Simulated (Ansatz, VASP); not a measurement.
One calculation of As, two programs

```
CELL_PARAMETERS angstrom
4.61542 0.00000 0.00000
-2.30771 3.99707 0.00000
0.00000 0.00000 5.83813
ATOMIC_POSITIONS crystal
As 0.33333 0.66667 0.46320
As 0.66667 0.33333 0.96320
As 0.66667 0.33333 0.53680
As 0.33333 0.66667 0.03680
```

Alike in both runs: functional PBE; k mesh 12 × 12 × 8; occupations gaussian, width 0.1 eV; no spin polarisation.

Ansatz relaxed the structure, and its values are those at the end. VASP's run is a single point on that final structure, the one shown.

|  | VASP | Ansatz |
| --- | --- | --- |
| version | VASP 6.6.1 | Ansatz 0.2.0 |
| potentials or method | VASP PAW PBE potentials, release 64 (As), cutoff 520 eV | scalar-relativistic, plane waves, PAW |
| valence electrons in the cell | 20 | 60 |

```csv
,VASP,Ansatz,Ansatz less VASP
gap on the k mesh at the Fermi level (eV),none,none,-
pressure (GPa),0.2,0.0,-0.15
rms of the force components (eV/Å),0.017,0.000,-0.0173
```

A gap of «none» marks a metal or a gap that the smearing closes. The functional is the same, so the differences come from potentials, cutoffs and numerics. VASP's potentials hold 20 valence electrons a cell and Ansatz's 60, so a difference there can come from the potentials and not from the codes.
